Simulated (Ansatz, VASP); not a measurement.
**One calculation of MgO, two programs**

```
CELL_PARAMETERS angstrom
0.00000 2.10600 2.10600
2.10600 0.00000 2.10600
2.10600 2.10600 0.00000
ATOMIC_POSITIONS crystal
Mg 0.00000 0.00000 0.00000
O 0.50000 0.50000 0.50000
```

Alike in both runs: task relaxation of cell and atoms; functional PBEsol; k mesh 8 × 8 × 8; occupations gaussian, width 0.02 eV; no spin polarisation.

```csv
,VASP,Ansatz
version,VASP 6.6.1,Ansatz 0.2.0
potentials or method,"VASP PAW PBE potentials, release 64 (Mg, O), cutoff 600 eV","scalar-relativistic, plane waves, PAW"
valence electrons in the cell,8,16
```

```csv
,VASP,Ansatz,Ansatz less VASP
"gap on the k mesh at the Fermi level, each at its own relaxed structure (eV)",4.66,4.62,-0.043
relaxed volume (Å³/atom),9.31,9.36,+0.046
relaxed cell length with the largest relative difference (Å),2.975,2.980,+0.0049
```

VASP's potentials were made for PBE, not for PBEsol, and Ansatz warns of the same on its side. VASP's potentials hold 8 valence electrons a cell and Ansatz's 16, so a difference there can come from the potentials and not from the codes.
